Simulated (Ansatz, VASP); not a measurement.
**BeSe5: VASP beside Ansatz**

The input INCAR:

```
SYSTEM = BeSe5
ALGO = Normal ; EDIFF = 1E-6
EDIFFG = -0.04 ; ENCUT = 600
GGA = PE ; IBRION = 2
ISIF = 3 ; ISMEAR = 0
LASPH = .TRUE. ; LCHARG = .FALSE.
LREAL = .FALSE. ; LWAVE = .FALSE.
NELM = 60 ; NSW = 90
PREC = Accurate ; SIGMA = 0.1
```

The input KPOINTS:

```
k-points
0
G
  3 3 6
  0 0 0
```

Contents of POSCAR:

```
BeSe5
1.0
    6.4027185236      0.0000000000      0.0000000000
   -3.2013592618      5.5449168947      0.0000000000
    0.0000000000      0.0000000000      3.4395136016
Be Se
1 5
Direct
    0.0000000000      0.0000000000      0.5000000000
    0.3333333333      0.6666666667      0.5000000000
    0.0000000000      0.7301470565      0.0000000000
    0.7301470565      0.0000000000      0.0000000000
    0.2698529435      0.2698529435      0.0000000000
    0.6666666667      0.3333333333      0.5000000000
```

Input for Ansatz:

```yaml
crystal:
  lattice:
    - [6.4027185236, 0.0, 0.0]
    - [-3.2013592618, 5.5449168947, 0.0]
    - [0.0, 0.0, 3.4395136016]
  atoms:
    - { symbol: Be, position: [0.0, 0.0, 0.5] }
    - { symbol: Se, position: [0.3333333333, 0.6666666667, 0.5] }
    - { symbol: Se, position: [0.0, 0.7301470565, 0.0] }
    - { symbol: Se, position: [0.7301470565, 0.0, 0.0] }
    - { symbol: Se, position: [0.2698529435, 0.2698529435, 0.0] }
    - { symbol: Se, position: [0.6666666667, 0.3333333333, 0.5] }
basis:
  ecutwfc: 420
kpoints:
  mp_grid: { grid: [3, 3, 6] }
hamiltonian:
  xc: pbe
scf:
  occupations: { method: gaussian, width: 0.1 }
  lower_state_search: "off"
output:
  forces: true
  stress: true
  eigenvalues: true
relax:
  adjacent_minimum: "off"
  f_tol: 0.04
  max_steps: 70
  cell: { stress_tol: 0.4 }
```

Change from the starting cell: species swapped into the La5Mg type (P-62m, No. 189).

Alike in both runs: task relaxation of cell and atoms; functional PBE; k mesh 3 × 3 × 6; occupations gaussian, width 0.1 eV; no spin polarisation.

|  | VASP | Ansatz |
| --- | --- | --- |
| version | VASP 6.6.1 | Ansatz 0.2.0 |
| potentials or method | VASP PAW PBE potentials, release 64 (Be, Se), cutoff 600 eV | scalar-relativistic, plane waves, PAW |
| valence electrons in the cell | 32 | 82 |

|  | VASP | Ansatz | Ansatz less VASP |
| --- | --- | --- | --- |
| gap on the k mesh at the Fermi level, each at its own relaxed structure (eV) | none | none | - |
| relaxed volume (Å³/atom) | 20.37 | 20.36 | -0.015 |
| relaxed cell length with the largest relative difference (Å) | 3.451 | 3.444 | -0.0073 |

A gap of «none» marks a metal or a gap that the smearing closes. VASP's potentials hold 32 valence electrons a cell and Ansatz's 82, so a difference there can come from the potentials and not from the codes.

The k mesh is coarse, so the values compare programs but aren't converged.
